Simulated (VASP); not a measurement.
# Zn (P6_3/mmc) in VASP: notebook

The runs below take Zn through single point, with LDA.

Everything below comes from runs of VASP 6.6.1. Logs are shortened: lines on timing, memory, paths and dates and some standing lists are left out, and cuts for length are marked.

**1. The cell of the first run**

The structure is hexagonal, space group P6_3/mmc (No. 194). Conventional cell: a = 2.388 Å, b = 2.388 Å, c = 3.907 Å, α = 90.00°, β = 90.00°, γ = 120.00°. Zn (site symmetry -6m2) has 12 Zn at 2.39 Å within 3.2 Å.

**2. Single point, LDA**

The input, INCAR:

```
SYSTEM = Zn
PREC = Accurate
ENCUT = 520
EDIFF = 1E-6
ISMEAR = -1
SIGMA = 0.08
LREAL = .FALSE.
LASPH = .TRUE.
NELM = 100
ALGO = Normal
ISIF = 2
LWAVE = .FALSE.
LCHARG = .FALSE.
NBANDS = 19
```

The input, KPOINTS:

```
regular mesh
0
G
  18 18 10
  0 0 0
```

The input, POSCAR:

```
Zn
1.0
    2.3882444435      0.0000000000      0.0000000000
   -1.1941222218      2.0682803585      0.0000000000
    0.0000000000      0.0000000000      3.9066821613
Zn
2
Direct
    0.3333333333      0.6666666667      0.2500000000
    0.6666666667      0.3333333333      0.7500000000
```

Potentials or basis: VASP PAW LDA potentials, release 64 (Zn).

The run is started by

```console
> cat potpaw_LDA.64/Zn/POTCAR > POTCAR
> mpirun -np 1 vasp_std > vasp.out
```

OUTCAR:

```text
SYSTEM = Zn
   PREC = Accurate
   ENCUT = 520
   EDIFF = 1E-6
   ISMEAR = -1
   LREAL = .FALSE.
   LASPH = .TRUE.
   NELM = 100
   ISIF = 2

 ion  position               nearest neighbor table
   1  0.333  0.667  0.250-   2 2.39   2 2.39   2 2.39   2 2.39   2 2.39   2 2.39
   2  0.667  0.333  0.750-   1 2.39   1 2.39   1 2.39   1 2.39   1 2.39   1 2.39

  LATTYP: Found a hexagonal cell.
 ALAT       =     2.3882444435
 C/A-ratio  =     1.6357966086

  Lattice vectors:

 A1 = (   2.3882444435,   0.0000000000,   0.0000000000)
 A2 = (  -1.1941222218,   2.0682803585,   0.0000000000)
 A3 = (   0.0000000000,   0.0000000000,   3.9066821613)

Analysis of symmetry for initial positions (statically):
=====================================================================
 Subroutine PRICEL returns:
 Original cell was already a primitive cell.

 Routine SETGRP: Setting up the symmetry group for a
 hexagonal supercell.

 Subroutine GETGRP returns: Found 24 space group operations
 (whereof 12 operations were pure point group operations)
 out of a pool of 24 trial point group operations.

The static configuration has the point symmetry D_3d.
 The point group associated with its full space group is D_6h.

Analysis of symmetry for dynamics (positions and initial velocities):
=====================================================================
 Subroutine PRICEL returns:
 Original cell was already a primitive cell.

 Routine SETGRP: Setting up the symmetry group for a
 hexagonal supercell.

 Subroutine GETGRP returns: Found 24 space group operations
 (whereof 12 operations were pure point group operations)
 out of a pool of 24 trial point group operations.

The dynamic configuration has the point symmetry D_3d.
 The point group associated with its full space group is D_6h.

 Subroutine INISYM returns: Found 24 space group operations
 (whereof 12 operations are pure point group operations),
 and found     1 'primitive' translations

----------------------------------------------------------------------------------------

                                     Primitive cell

  volume of cell :      19.2973

  direct lattice vectors                    reciprocal lattice vectors
     2.388244444  0.000000000  0.000000000     0.418717608  0.241746724  0.000000000
    -1.194122222  2.068280359  0.000000000     0.000000000  0.483493447  0.000000000
     0.000000000  0.000000000  3.906682161     0.000000000  0.000000000  0.255971681

  length of vectors
[... 81 lines left out ...]
   NELM   =    100;   NELMIN=  2; NELMDL= -5     # of ELM steps
   EDIFF  = 0.1E-05   stopping-criterion for ELM
   LREAL  =      F    real-space projection
   EDIFFG = 0.1E-04   stopping-criterion for IOM
   NSW    =      0    number of steps for IOM
   IBRION =     -1    ionic relax: 0-MD 1-quasi-New 2-CG
   NFREE  =      0    steps in history (QN), initial steepest desc. (CG)
   ISIF   =      2    stress and relaxation
   ISYM   =      2    0-nonsym 1-usesym 2-fastsym
   POTIM  = 0.5000    time-step for ionic-motion
   TEBEG  =    0.0;   TEEND  =   0.0 temperature during run
   PSTRESS=    0.0 pullay stress
   NELECT =      24.0000    total number of electrons
   NUPDOWN=      -1.0000    fix difference up-down
   EMIN   =  10.00;   EMAX   =-10.00  energy-range for DOS
   EFERMI =   0.00;   METHOD = LEGACY
   ISMEAR =    -1;   SIGMA  =   0.08  broadening in eV -4-tet -1-fermi 0-gaus
   EFERMI_NEDOS =   21; number of points for ismear=-14 and -15
   IALGO  =     38    algorithm
   IMIX   =      4    mixing-type and parameters
     AMIX     =   0.40;   BMIX     =  1.00
     AMIX_MAG =   1.60;   BMIX_MAG =  1.00
  volume/ion in A,a.u.               =       9.65        65.11
  Fermi-wavevector in a.u.,A,eV,Ry     =   1.760542  3.326943 42.171388  3.099510
  Thomas-Fermi vector in A             =   2.829288
   LORBIT       =      0    0 simple, 1 ext, 2 COOP (PROOUT), +10 PAW based schemes
   GGA     = CA    functional components
   LHFCALC =     F    Hartree Fock is set to
   AEXX    =    0.0000 exact exchange contribution
   IVDW    =     0    specifies the selected vdW correction
   LEPSILON=     F    determine dielectric tensor
   LRPA    =     F    only Hartree local field effects (RPA)
 non-spin polarized calculation
  energy-cutoff  :      520.00
  volume of cell :       19.30
 maximum number of plane-waves:       549
 NGX is ok and might be reduce to    18
   NGX =  9   NGY =  9   NGZ = 15

 number of electron      23.9999985 magnetization

 Free energy of the ion-electron system (eV)
  ---------------------------------------------------
  ext. energy  EPLUGINS =         0.00000000
  ---------------------------------------------------
  free energy    TOTEN  =        -2.38223332 eV

  energy without entropy =       -2.37840187  energy(sigma->0) =       -2.38031760

 E-fermi :   7.7139     XC(G=0): -14.5474

 val. band max:        7.6973508452   @ k =   0.2778   0.2778   0.2000
 cond. band min:       7.7282246801   @ k =   0.3333   0.0000   0.0000
 fundamental gap:      0.0308738349
 Fermi energy:         7.7139313281

 k-point     1 :       0.0000    0.0000    0.0000
  band No.  band energies     occupation
      1      -7.6848      2.00000
      2      -4.2214      2.00000
      3      -2.4461      2.00000
      4      -2.3617      2.00000
      5      -2.3617      2.00000
      6      -2.1522      2.00000
[... 505 lines left out ...]
      6      -2.1898      2.00000
[... 11 lines left out ...]
     18      24.5882      0.00000
     19      25.5064      0.00000

 [... further k-points ...]

------------------------ aborting loop because EDIFF is reached ----------------------------------------

  FORCE on cell =-STRESS in cart. coord.  units (eV):
  Direction    XX          YY          ZZ          XY          YZ          ZX
  --------------------------------------------------------------------------------------
  -------------------------------------------------------------------------------------
  Total        9.6857417      9.6857417      9.6707343     -0.0000000      0.0000000      0.0000000
  in kB      804.1687681    804.1687681    802.9227596     -0.0000000      0.0000000      0.0000000
  external PRESSURE =     803.7534319 kB  Pullay stress =       0.0000000 kB

 VOLUME and BASIS-vectors are now :
 -----------------------------------------------------------------------------
  energy-cutoff  :      520.00
  volume of cell :       19.30
      direct lattice vectors                 reciprocal lattice vectors
     2.388244444  0.000000000  0.000000000     0.418717608  0.241746724  0.000000000
    -1.194122222  2.068280359  0.000000000     0.000000000  0.483493447  0.000000000
     0.000000000  0.000000000  3.906682161     0.000000000  0.000000000  0.255971681

 POSITION                                       TOTAL-FORCE (eV/Angst)
 -----------------------------------------------------------------------------------
     -0.00000      1.37885      0.97667         0.000000      0.000000      0.000000
      1.19412      0.68943      2.93001        -0.000000     -0.000000      0.000000
 -----------------------------------------------------------------------------------
    total drift:                                0.000000     -0.000000      0.000000

  FREE ENERGIE OF THE ION-ELECTRON SYSTEM (eV)
  ---------------------------------------------------
  free  energy   TOTEN  =        -2.3822333243 eV

  energy  without entropy=       -2.3784018700  energy(sigma->0) =       -2.38031760
```

Run time: 79 s. Hardware: 1 thread of AMD EPYC 7R43 (Zen 3), shared host; peak memory 0.14 GiB.

Results:

```yaml
Free_energy: -2.3822 eV
Pressure: 80.4 GPa
Band_gap_on_the_k_mesh: zero (band 12 reaches 9.23 eV, above the bottom of band 13 at 6.44 eV)
```

Stress tensor (GPa, compression positive):
```
80.42  0.00  0.00
 0.00 80.42  0.00
 0.00  0.00 80.29
```

**3. Single point, LDA**

The input, INCAR:

```
SYSTEM = Zn
PREC     = Accurate       ! precision mode
ENCUT    = 520            ! plane-wave cutoff, eV
EDIFF    = 1E-6           ! SCF threshold, eV
ISMEAR   = -1             ! smearing method
SIGMA    = 0.08           ! smearing width, eV
LREAL    = .False.        ! projectors in reciprocal space
LASPH    = .True.         ! aspherical terms in the spheres
NELM     = 60             ! most SCF steps
ALGO     = Normal         ! electronic algorithm
ISIF     = 2              ! what is computed and relaxed
LWAVE    = .False.        ! write WAVECAR
LCHARG   = .False.        ! write CHGCAR
NBANDS   = 19             ! bands
```

The input, KPOINTS:

```
regular mesh
0
Gamma
  18 18 10
  0 0 0
```

Changes to POSCAR since step 2:

```diff
@@ -4,3 +4,3 @@
    -1.1941222218      2.0682803585      0.0000000000
-    0.0000000000      0.0000000000      3.9066821613
+    0.0000000000      0.0000000000      3.9066821612
 Zn
```

Potentials or basis: VASP PAW LDA potentials, release 64 (Zn).

The run is started by

```console
> cat potpaw_LDA.64/Zn/POTCAR > POTCAR
> mpirun -np 1 vasp_std > vasp.out
```

Run time: 77 s. Hardware: 1 thread of AMD EPYC 7R43 (Zen 3), shared host; peak memory 0.14 GiB.

The run converged. Its results:

| Item | Value |
| --- | --- |
| Free energy | -2.3822 eV |
| Pressure | 80.4 GPa |
| Band gap on the k mesh | zero (band 12 reaches 9.23 eV, above the bottom of band 13 at 6.44 eV) |

Stress tensor (GPa, compression positive):
```
80.42  0.00  0.00
 0.00 80.42  0.00
 0.00  0.00 80.29
```

Levels at points of the mesh, in eV from the Fermi level:
```csv
k point,band 9,band 10,band 11,band 12,band 13,band 14,band 15,band 16
"(0.00, 0.00, 0.00)",-9.57,-8.76,-8.76,-5.92,-1.07,20.21,20.21,20.28
"(0.50, 0.00, 0.00)",-8.62,-8.55,-5.48,-3.66,3.87,4.47,7.05,7.74
"(0.00, 0.00, 0.50)",-9.01,-9.01,-9.01,-9.01,9.28,9.28,21.12,21.12
"(0.50, 0.00, 0.50)",-8.59,-8.59,-4.38,-4.38,0.32,0.32,13.66,13.66
```
